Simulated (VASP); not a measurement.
Be4S: single point with PBE

Be4S:

```
Be S
1.0
     4.38272    0.00000    0.00000
    -2.19136   -1.26518   -3.88526
     0.00000    7.59109    0.00000
Be S
8 2
Cartesian
  2.1914 0.0000 0.0000
  0.0000 3.7955 0.0000
  1.0957 5.6933 0.0000
  3.2870 1.8978 0.0000
  3.2870 5.6933 0.0000
  1.0957 1.8978 0.0000
  0.0000 5.0607 -1.9426
  2.1914 1.2652 -1.9426
  2.1914 6.3259 -3.8853
  2.1914 3.7955 0.0000
```

| Quantity | Value |
| --- | --- |
| Program | VASP 6.6.1 |
| Task | single point |
| Functional | PBE |
| Potentials or basis | VASP PAW PBE potentials, release 64 (Be, S) |
| Cutoff | 520 eV |
| k mesh | 6 × 6 × 4 |
| Occupations | gaussian, width 0.2 eV |
| Spin | no spin polarisation |
| Dipole correction | no |
| Further INCAR settings | ALGO = Normal; EDIFF = 1e-07; NBANDS = 25 |

| Property | Result |
| --- | --- |
| Pressure | 0.0 GPa |
| Band gap on the k mesh | zero (band 14 reaches 5.26 eV, above the bottom of band 15 at 3.89 eV) |

Stress tensor (GPa, compression positive):
```
 0.32  0.00  0.00
 0.00 -0.40  0.19
 0.00  0.19  0.07
```

Levels at points of the mesh, in eV from the Fermi level:
```tsv
k point	band 12	band 13	band 14	band 15	band 16	band 17
(0.00, 0.00, 0.00)	-1.81	-0.72	0.17	1.03	1.75	1.76
(0.50, 0.00, 0.00)	-2.14	-0.95	-0.95	0.09	0.09	2.07
(0.00, 0.50, 0.00)	-2.29	0.12	0.13	0.30	0.74	1.79
(0.00, 0.00, 0.50)	-2.45	-0.44	-0.44	0.80	0.80	0.97
(0.50, 0.00, 0.50)	-1.80	-0.72	0.17	0.30	1.79	1.90
(0.00, 0.50, 0.50)	-1.94	-0.50	-0.50	0.89	0.89	1.59
```

Run time: 67 s on 1 thread of Intel(R) Xeon(R) 6975P-C (Granite Rapids), on a shared host, peak memory 0.31 GiB.
